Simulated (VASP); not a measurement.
# V (P2_1/m) in VASP: a series of runs

V is run at these levels: r2SCAN; tasks: electric field gradients.

Program: VASP 6.6.1. These are calculated values, not measurements. Logs are shortened: lines on timing, memory, paths and dates and some standing lists are left out, and cuts for length are marked.

### Step 1. The cell of the first run

Symmetry: P2_1/m, No. 11, monoclinic system. The conventional cell has a = 2.571 Å, b = 4.723 Å, c = 2.605 Å, α = 90.00°, β = 118.71°, γ = 90.00°. V (site symmetry m) has 12 V at 2.57 to 2.81 Å within 3.4 Å.

### Step 2. Electric field gradients, r2SCAN (xy shear strain of +3 %)

The input, POSCAR:

```
V
1.0
    2.6042941027      0.0390644115      0.0000000000
   -1.2683162786      2.2358526461      0.0000000000
    0.0000000000      0.0000000000      4.7233360000
V
2
Direct
    0.6666666667      0.3333333333      0.7500000000
    0.3333333333      0.6666666667      0.2500000000
```

The input, INCAR.step1:

```
PREC     = Accurate       # precision mode
ENCUT    = 520            # plane-wave cutoff, eV
ISMEAR   = -1             # smearing method
SIGMA    = 0.05           # smearing width, eV
LREAL    = F              # projectors in reciprocal space
LASPH    = T              # aspherical terms in the spheres
NELM     = 80             # most SCF steps
NBANDS   = 20             # bands
GGA      = PE             # functional
ALGO     = Normal         # electronic algorithm
EDIFF    = 1E-4           # SCF threshold, eV
LWAVE    = T              # write WAVECAR
LCHARG   = F              # write CHGCAR
```

The input, INCAR.step2:

```
PREC     = Accurate       # precision mode
ENCUT    = 520            # plane-wave cutoff, eV
EDIFF    = 1E-8           # SCF threshold, eV
ISMEAR   = -1             # smearing method
SIGMA    = 0.05           # smearing width, eV
LREAL    = F              # projectors in reciprocal space
LASPH    = T              # aspherical terms in the spheres
NELM     = 80             # most SCF steps
ALGO     = Normal         # electronic algorithm
ISIF     = 2              # what is computed and relaxed
LWAVE    = F              # write WAVECAR
LCHARG   = F              # write CHGCAR
METAGGA  = R2SCAN         # meta-GGA
LMIXTAU  = T            
LEFG     = T            
NBANDS   = 20             # bands
ISTART   = 1
```

The input, KPOINTS:

```
Automatic mesh
0
Gamma
  14 14 7
```

Potentials or basis: VASP PAW PBE potentials, release 64 (V_sv).

On the command line:

```console
$ cat potpaw_PBE.64/V_sv/POTCAR > POTCAR
$ cp INCAR.step1 INCAR
$ mpirun -np 1 vasp_std > vasp.out
$ cp INCAR.step2 INCAR
$ mpirun -np 1 vasp_std > vasp.out
```

OUTCAR:

```text
PREC = Accurate
   ENCUT = 520
   EDIFF = 1E-8
   ISMEAR = -1
   LREAL = F
   LASPH = T
   NELM = 80
   ISIF = 2
   METAGGA = R2SCAN
   ISTART = 1

 ion  position               nearest neighbor table
   1  0.667  0.333  0.750-   2 2.79   2 2.79   2 2.80   2 2.80   2 2.81   2 2.81
   2  0.333  0.667  0.250-   1 2.79   1 2.79   1 2.80   1 2.80   1 2.81   1 2.81

  Warning from LATTYP: Monoclinic adjustment (A1->A3, A2->A1, A3->A2)!
  LATTYP: Found a simple monoclinic cell.
 ALAT       =     2.5705375387
 B/A-ratio  =     1.8374896025
 C/A-ratio  =     1.0132460741
 COS(beta)  =    -0.4803040536

  Lattice vectors:

 A1 = (  -1.2683162786,   2.2358526461,   0.0000000000)
 A2 = (   0.0000000000,   0.0000000000,   4.7233360000)
 A3 = (   2.6042941027,   0.0390644115,   0.0000000000)

Analysis of symmetry for initial positions (statically):
=====================================================================
 Subroutine PRICEL returns:
 Original cell was already a primitive cell.

 Routine SETGRP: Setting up the symmetry group for a
 simple monoclinic supercell.

 Subroutine GETGRP returns: Found  4 space group operations
 (whereof  2 operations were pure point group operations)
 out of a pool of  4 trial point group operations.

The static configuration has the point symmetry S_2 .
 The point group associated with its full space group is C_2h.

Analysis of symmetry for dynamics (positions and initial velocities):
=====================================================================
 Subroutine PRICEL returns:
 Original cell was already a primitive cell.

 Routine SETGRP: Setting up the symmetry group for a
 simple monoclinic supercell.

 Subroutine GETGRP returns: Found  4 space group operations
 (whereof  2 operations were pure point group operations)
 out of a pool of  4 trial point group operations.

The dynamic configuration has the point symmetry S_2 .
 The point group associated with its full space group is C_2h.

 Subroutine INISYM returns: Found  4 space group operations
 (whereof  2 operations are pure point group operations),
 and found     1 'primitive' translations

----------------------------------------------------------------------------------------

                                     Primitive cell

  volume of cell :      27.7371

  direct lattice vectors                    reciprocal lattice vectors
     2.604294103  0.039064412  0.000000000     0.380741502  0.215980532  0.000000000
    -1.268316279  2.235852646  0.000000000    -0.006652246  0.443483093  0.000000000
     0.000000000  0.000000000  4.723336000     0.000000000  0.000000000  0.211714771

  length of vectors
     2.604587069  2.570537539  4.723336000     0.437734716  0.443532982  0.211714771

  position of ions in fractional coordinates (direct lattice)
     0.666666667  0.333333333  0.750000000
     0.333333333  0.666666667  0.250000000

  ion indices of the primitive-cell ions
   primitive index   ion index
                 1           1
                 2           2

----------------------------------------------------------------------------------------

 KPOINTS: Automatic mesh

Automatic generation of k-mesh.
 Grid dimensions read from file:
 generate k-points for:   14   14    7

 Generating k-lattice:

  Cartesian coordinates                     Fractional coordinates (reciprocal lattice)
     0.027195822  0.015427181  0.000000000     0.071428571  0.000000000  0.000000000
    -0.000475160  0.031677364  0.000000000     0.000000000  0.071428571  0.000000000
     0.000000000  0.000000000  0.030244967     0.000000000  0.000000000  0.142857143

  Length of vectors
     0.031266765  0.031680927  0.030244967

  Shift w.r.t. Gamma in fractional coordinates (k-lattice)
     0.000000000  0.000000000  0.000000000

 Subroutine IBZKPT returns following result:
 ===========================================

 Found    400 irreducible k-points:

 Following reciprocal coordinates:
            Coordinates               Weight
  0.000000  0.000000  0.000000      1.000000
  0.071429  0.000000  0.000000      2.000000
  0.142857  0.000000  0.000000      2.000000
  0.214286  0.000000  0.000000      2.000000
  0.285714  0.000000  0.000000      2.000000
  0.357143  0.000000  0.000000      2.000000
[... 16 lines left out ...]
 -0.000000  0.142857  0.000000      2.000000
  0.071429  0.142857  0.000000      2.000000
 [... further k-points ...]
   k-points           NKPTS =    400   k-points in BZ     NKDIM =    400   number of bands    NBANDS=     20
   number of dos      NEDOS =    301   number of ions     NIONS =      2
   total plane-waves  NPLWV =  14400
   dimension x,y,z NGX =    20 NGY =   20 NGZ =   36
   dimension x,y,z NGXF=    40 NGYF=   40 NGZF=   72
   ions per type =               2
   NGX,Y,Z   is equivalent  to a cutoff of  12.77, 12.93, 12.67 a.u.
   NGXF,Y,Z  is equivalent  to a cutoff of  25.53, 25.87, 25.34 a.u.
 SYSTEM =  unknown system
   PREC   = accura    normal or accurate (medium, high low for compatibility)
   ISTART =      1    job   : 0-new  1-cont  2-samecut
   ICHARG =      0    charge: 1-file 2-atom 10-const
   ISPIN  =      1    spin polarized calculation?
   LNONCOLLINEAR =      F non collinear calculations
   LSORBIT =      F    spin-orbit coupling
   LASPH  =      T    aspherical Exc in radial PAW
   ENCUT  =  520.0 eV  38.22 Ry    6.18 a.u.   4.84  4.78  8.78*2*pi/ulx,y,z
   NELM   =     80;   NELMIN=  2; NELMDL=  0     # of ELM steps
   EDIFF  = 0.1E-07   stopping-criterion for ELM
   LREAL  =      F    real-space projection
   EDIFFG = 0.1E-06   stopping-criterion for IOM
   NSW    =      0    number of steps for IOM
   IBRION =     -1    ionic relax: 0-MD 1-quasi-New 2-CG
   NFREE  =      0    steps in history (QN), initial steepest desc. (CG)
   ISIF   =      2    stress and relaxation
   ISYM   =      2    0-nonsym 1-usesym 2-fastsym
   POTIM  = 0.5000    time-step for ionic-motion
   TEBEG  =    0.0;   TEEND  =   0.0 temperature during run
   PSTRESS=    0.0 pullay stress
   NELECT =      26.0000    total number of electrons
   NUPDOWN=      -1.0000    fix difference up-down
   EMIN   =  10.00;   EMAX   =-10.00  energy-range for DOS
   EFERMI =   0.00;   METHOD = LEGACY
   ISMEAR =    -1;   SIGMA  =   0.05  broadening in eV -4-tet -1-fermi 0-gaus
   EFERMI_NEDOS =   21; number of points for ismear=-14 and -15
   IALGO  =     38    algorithm
   IMIX   =      4    mixing-type and parameters
     AMIX     =   0.40;   BMIX     =  1.00
     AMIX_MAG =   1.60;   BMIX_MAG =  1.00
  volume/ion in A,a.u.               =      13.87        93.59
  Fermi-wavevector in a.u.,A,eV,Ry     =   1.602183  3.027686 34.926007  2.566989
  Thomas-Fermi vector in A             =   2.699044
   LORBIT       =      0    0 simple, 1 ext, 2 COOP (PROOUT), +10 PAW based schemes
   METAGGA = R2SCAN    functional components
   LHFCALC =     F    Hartree Fock is set to
   AEXX    =    0.0000 exact exchange contribution
   IVDW    =     0    specifies the selected vdW correction
   LEPSILON=     F    determine dielectric tensor
   LRPA    =     F    only Hartree local field effects (RPA)
 non-spin polarized calculation
  energy-cutoff  :      520.00
  volume of cell :       27.74
 maximum number of plane-waves:       763
   NGX =  9   NGY =  9   NGZ = 17

 number of electron      26.0000012 magnetization

 Free energy of the ion-electron system (eV)
  ---------------------------------------------------
  ext. energy  EPLUGINS =         0.00000000
  ---------------------------------------------------
  free energy    TOTEN  =       -27.73483209 eV

  energy without entropy =      -27.70612587  energy(sigma->0) =      -27.72047898

 E-fermi :   9.6849     XC(G=0): -13.8646

 val. band max:        9.6792932472   @ k =   0.4286   0.1429   0.1429
 cond. band min:       9.6854345712   @ k =   0.2143   0.2143   0.0000
 fundamental gap:      0.0061413240
 Fermi energy:         9.6848702455

 k-point     1 :       0.0000    0.0000    0.0000
  band No.  band energies     occupation
      1     -56.9525      2.00000
      2     -56.8402      2.00000
      3     -29.9244      2.00000
      4     -29.2614      2.00000
      5     -29.1676      2.00000
      6     -29.1091      2.00000
[... 12 lines left out ...]
     19      12.7828      0.00000
     20      12.8868      0.00000

 k-point     2 :       0.0714    0.0000    0.0000
  band No.  band energies     occupation
      1     -56.9435      2.00000
      2     -56.8336      2.00000
      3     -29.9105      2.00000
      4     -29.2623      2.00000
      5     -29.2095      2.00000
      6     -29.1519      2.00000
[... 498 lines left out ...]
 k-point    24 :       0.0714    0.1429    0.0000
  band No.  band energies     occupation
      1     -56.8933      2.00000
      2     -56.7977      2.00000
      3     -29.8318      2.00000
      4     -29.4062      2.00000
      5     -29.3686      2.00000
      6     -29.2695      2.00000
[... 12 lines left out ...]
     19      12.8855      0.00000
     20      14.8295      0.00000

 [... further k-points ...]
[... 5 lines left out ...]
  --------------------------------------------------------------------------------------
  -------------------------------------------------------------------------------------
  Total       -0.2627855     -0.3017746     -0.6635514      0.1245726      0.0000000      0.0000000
  in kB      -15.1792428    -17.4313653    -38.3286335      7.1956724      0.0000000      0.0000000
  external PRESSURE =     -23.6464139 kB  Pullay stress =       0.0000000 kB

 VOLUME and BASIS-vectors are now :
 -----------------------------------------------------------------------------
  energy-cutoff  :      520.00
  volume of cell :       27.74
      direct lattice vectors                 reciprocal lattice vectors
     2.604294103  0.039064412  0.000000000     0.380741502  0.215980532  0.000000000
    -1.268316279  2.235852646  0.000000000    -0.006652246  0.443483093  0.000000000
     0.000000000  0.000000000  4.723336000     0.000000000  0.000000000  0.211714771

 POSITION                                       TOTAL-FORCE (eV/Angst)
 -----------------------------------------------------------------------------------
      1.31342      0.77133      3.54250         0.128046      0.000167      0.000000
      0.02255      1.50359      1.18083        -0.128046     -0.000167      0.000000
 -----------------------------------------------------------------------------------
    total drift:                                0.000000     -0.000000      0.000000

  FREE ENERGIE OF THE ION-ELECTRON SYSTEM (eV)
  ---------------------------------------------------
  free  energy   TOTEN  =       -27.7348320890 eV

  energy  without entropy=      -27.7061258692  energy(sigma->0) =      -27.72047898

 Electric field gradients (V/A^2)
---------------------------------------------------------------------
 ion       V_xx      V_yy      V_zz      V_xy      V_xz      V_yz
---------------------------------------------------------------------
   1       3.963     4.672    -8.635    -3.148     0.000     0.000
   2       3.963     4.672    -8.635    -3.148     0.000     0.000
---------------------------------------------------------------------

 Electric field gradients after diagonalization (V/A^2)
 (convention: |V_zz| > |V_xx| > |V_yy|)
----------------------------------------------------------------------
 ion       V_xx      V_yy      V_zz     asymmetry (V_yy - V_xx)/ V_zz
----------------------------------------------------------------------
   1       7.485     1.150    -8.635       0.734
   2       7.485     1.150    -8.635       0.734
----------------------------------------------------------------------

           NMR quadrupolar parameters

 Cq : quadrupolar parameter    Cq=e*Q*V_zz/h
 eta: asymmetry parameters     (V_yy - V_xx)/ V_zz
 Q  : nuclear electric quadrupole moment in mb (millibarn)
----------------------------------------------------------------------
 ion       Cq(MHz)       eta       Q (mb)
----------------------------------------------------------------------
   1      -0.021       0.734       1.000
   2      -0.021       0.734       1.000
----------------------------------------------------------------------
```

Run time: 15 min. Hardware: 1 thread of Oxide Virtual Turin-like, shared host; peak memory 0.25 GiB.

Results:

* Free energy: -27.7348 eV
* Pressure: -2.4 GPa
* Largest force: 0.128 eV/Å
* Band gap on the k mesh: zero (band 13 reaches 10.96 eV, above the bottom of band 14 at 9.00 eV)

Forces on the atoms (eV/Å):
```
V    0.128  0.000  0.000
V   -0.128  0.000  0.000
```

Levels at points of the mesh, in eV from the Fermi level:
| k point | band 10 | band 11 | band 12 | band 13 | band 14 | band 15 | band 16 | band 17 |
| --- | --- | --- | --- | --- | --- | --- | --- | --- |
| (0.00, 0.00, 0.00) | -3.69 | -0.65 | -0.49 | 0.14 | 0.48 | 0.65 | 0.96 | 2.02 |
| (0.50, 0.00, 0.00) | -3.03 | -2.80 | -0.49 | -0.33 | 0.14 | 0.98 | 3.29 | 3.65 |
| (0.00, 0.50, 0.00) | -3.02 | -2.78 | -0.35 | -0.30 | 0.28 | 0.83 | 3.23 | 3.66 |
| (0.50, 0.50, 0.00) | -3.02 | -2.76 | -0.26 | -0.21 | 0.42 | 0.66 | 3.17 | 3.71 |

Electric field gradients, principal values (V/Å²):
| atom | least | middle | greatest (by size) |
| --- | --- | --- | --- |
| 1 V | 1.150 | 7.485 | -8.635 |
| 2 V | 1.150 | 7.485 | -8.635 |

Caveat: the cell differs from its parent crystal (xy shear strain of +3 %); without QUAD_EFG the Cq values of the log hold for a quadrupole moment of 1 mb, not for the nuclei; the PAW data sets were made with another functional, which shifts forces and pressure a little.

### Step 3. Electric field gradients, r2SCAN

POSCAR is that of step 2.

The input, INCAR.step1:

```
SYSTEM = V
ALGO = Normal
EDIFF = 1E-4
ENCUT = 520
GGA = PE
ISMEAR = 1
LASPH = .TRUE.
LCHARG = .FALSE.
LREAL = .FALSE.
LWAVE = .TRUE.
NBANDS = 20
NELM = 60
PREC = Accurate
SIGMA = 0.01
```

The input, INCAR.step2:

```
SYSTEM = V
ALGO = Normal
EDIFF = 1E-8
ENCUT = 520
ISIF = 2
ISMEAR = 1
ISTART = 1
LASPH = .TRUE.
LCHARG = .FALSE.
LEFG = .TRUE.
LMIXTAU = .TRUE.
LREAL = .FALSE.
LWAVE = .FALSE.
METAGGA = R2SCAN
NBANDS = 20
NELM = 60
PREC = Accurate
SIGMA = 0.01
```

The input, KPOINTS:

```
k-points
0
G
  14 14 7
  0 0 0
```

Potentials or basis: VASP PAW PBE potentials, release 64 (V_sv).

On the command line:

```console
$ cat potpaw_PBE.64/V_sv/POTCAR > POTCAR
$ cp INCAR.step1 INCAR
$ mpirun -np 1 vasp_std > vasp.out
$ cp INCAR.step2 INCAR
$ mpirun -np 1 vasp_std > vasp.out
```

OUTCAR:

```text
SYSTEM = V
   EDIFF = 1E-8
   ENCUT = 520
   ISIF = 2
   ISMEAR = 1
   ISTART = 1
   LASPH = .TRUE.
   LREAL = .FALSE.
   METAGGA = R2SCAN
   NELM = 60
   PREC = Accurate

 ion  position               nearest neighbor table
   1  0.667  0.333  0.750-   2 2.79   2 2.79   2 2.80   2 2.80   2 2.81   2 2.81
   2  0.333  0.667  0.250-   1 2.79   1 2.79   1 2.80   1 2.80   1 2.81   1 2.81

  Warning from LATTYP: Monoclinic adjustment (A1->A3, A2->A1, A3->A2)!
  LATTYP: Found a simple monoclinic cell.
 ALAT       =     2.5705375387
 B/A-ratio  =     1.8374896025
 C/A-ratio  =     1.0132460741
[... 773 lines left out ...]
  free  energy   TOTEN  =       -27.7208489003 eV

  energy  without entropy=      -27.7208414488  energy(sigma->0) =      -27.72084642

 Electric field gradients (V/A^2)
---------------------------------------------------------------------
 ion       V_xx      V_yy      V_zz      V_xy      V_xz      V_yz
---------------------------------------------------------------------
   1       4.039     4.677    -8.717    -2.921     0.000    -0.000
   2       4.039     4.677    -8.717    -2.921     0.000    -0.000
---------------------------------------------------------------------

 Electric field gradients after diagonalization (V/A^2)
 (convention: |V_zz| > |V_xx| > |V_yy|)
----------------------------------------------------------------------
 ion       V_xx      V_yy      V_zz     asymmetry (V_yy - V_xx)/ V_zz
----------------------------------------------------------------------
   1       7.297     1.420    -8.717       0.674
   2       7.297     1.420    -8.717       0.674
----------------------------------------------------------------------

           NMR quadrupolar parameters

 Cq : quadrupolar parameter    Cq=e*Q*V_zz/h
 eta: asymmetry parameters     (V_yy - V_xx)/ V_zz
 Q  : nuclear electric quadrupole moment in mb (millibarn)
----------------------------------------------------------------------
 ion       Cq(MHz)       eta       Q (mb)
----------------------------------------------------------------------
   1      -0.021       0.674       1.000
   2      -0.021       0.674       1.000
----------------------------------------------------------------------
```

OSZICAR.step1:

```text
N       E                     dE             d eps       ncg     rms          rms(c)
DAV:   1     0.325281851793E+03    0.32528E+03   -0.16532E+04 16048   0.153E+03
DAV:   2    -0.106106662197E+02   -0.33589E+03   -0.33006E+03 16492   0.493E+02
DAV:   3    -0.199355264416E+02   -0.93249E+01   -0.91444E+01 17504   0.977E+01
DAV:   4    -0.200301766978E+02   -0.94650E-01   -0.94239E-01 16416   0.100E+01
DAV:   5    -0.200313484664E+02   -0.11718E-02   -0.11718E-02 16980   0.112E+00    0.246E+01
DAV:   6    -0.175360470036E+02    0.24953E+01   -0.10994E+01 16160   0.335E+01    0.256E+00
DAV:   7    -0.174958288623E+02    0.40218E-01   -0.10036E-01 16580   0.301E+00    0.127E+00
DAV:   8    -0.174784725265E+02    0.17356E-01   -0.14672E-02 16436   0.136E+00    0.159E-01
DAV:   9    -0.174784408490E+02    0.31677E-04   -0.61639E-04 16036   0.286E-01
   1 F= -.17478441E+02 E0= -.17478440E+02  d E =-.231880E-05
```

Run time: 11 min. Hardware: 1 thread of Oxide Virtual Turin-like, shared host; peak memory 0.25 GiB.

Results:

| Item | Value |
| --- | --- |
| Free energy | -27.7208 eV |
| Pressure | -2.5 GPa |
| Largest force | 0.105 eV/Å |
| Band gap on the k mesh | zero (band 13 reaches 10.95 eV, above the bottom of band 14 at 9.00 eV) |

Forces on the atoms (eV/Å):
```
V    0.105  0.003  0.000
V   -0.105 -0.003  0.000
```

Electric field gradients, principal values (V/Å²):
```tsv
atom	least	middle	greatest (by size)
1 V	1.420	7.297	-8.717
2 V	1.420	7.297	-8.717
```

Caveat: without QUAD_EFG the Cq values of the log hold for a quadrupole moment of 1 mb, not for the nuclei; the PAW data sets were made with another functional, which shifts forces and pressure a little.
